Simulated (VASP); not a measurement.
Write the native input for VASP 6.6.1 that does the following.

```
Task                   : single point
Functional             : LDA
Potentials or basis    : VASP PAW LDA potentials, release 64 (Ti_sv, O)
Cutoff                 : 520 eV
k mesh                 : 6 × 6 × 6
Occupations            : gaussian, width 0.02 eV
Spin                   : no spin polarisation
Dipole correction      : no
Further INCAR settings : ALGO = Normal; EDIFF = 1e-06; NBANDS = 60
```

The structure of TiO2 lies in POSCAR:

```
TiO2
1.0
    5.2880834838      0.0000000000      0.0000000000
    0.0000000000      5.2879688442      0.0000000000
   -2.7370539543      0.0000000000      4.7282720145
Ti O
4 8
Direct
    0.5000000000      0.3795070801      0.2500000000
    0.5000000000      0.6204929199      0.7500000000
    0.0000000000      0.8795070801      0.2500000000
    0.0000000000      0.1204929199      0.7500000000
    0.2064179425      0.8711412755      0.6657394099
    0.7935820575      0.1288587245      0.3342605901
    0.7935820575      0.8711412755      0.8342605901
    0.2064179425      0.1288587245      0.1657394099
    0.7064179425      0.3711412755      0.6657394099
    0.2935820575      0.6288587245      0.3342605901
    0.2935820575      0.3711412755      0.8342605901
    0.7064179425      0.6288587245      0.1657394099
```

One way to write it, as run:

INCAR

```
SYSTEM = TiO2
PREC = Accurate
ENCUT = 520
EDIFF = 1E-6
ISMEAR = 0
SIGMA = 0.02
LREAL = .False.
LASPH = .True.
NELM = 60
ALGO = Normal
ISIF = 2
LWAVE = .False.
LCHARG = .False.
NBANDS = 60
```

KPOINTS

```
regular mesh
0
Gamma
  6 6 6
  0 0 0
```

Potentials or basis: VASP PAW LDA potentials, release 64 (Ti_sv, O).

Run with:

```bash
$ cat potpaw_LDA.64/Ti_sv/POTCAR potpaw_LDA.64/O/POTCAR > POTCAR
$ mpirun -np 1 vasp_std > vasp.out
```

Results of the run:

| Item | Value |
| --- | --- |
| Pressure | 1.3 GPa |
| Largest force | 0.034 eV/Å |
| Band gap on the k mesh | 2.07 eV |

It took 13 min on 1 thread of Intel(R) Xeon(R) Platinum 8259CL CPU @ 2.50GHz (Skylake/Cascade Lake), on a shared host, peak memory 0.51 GiB.
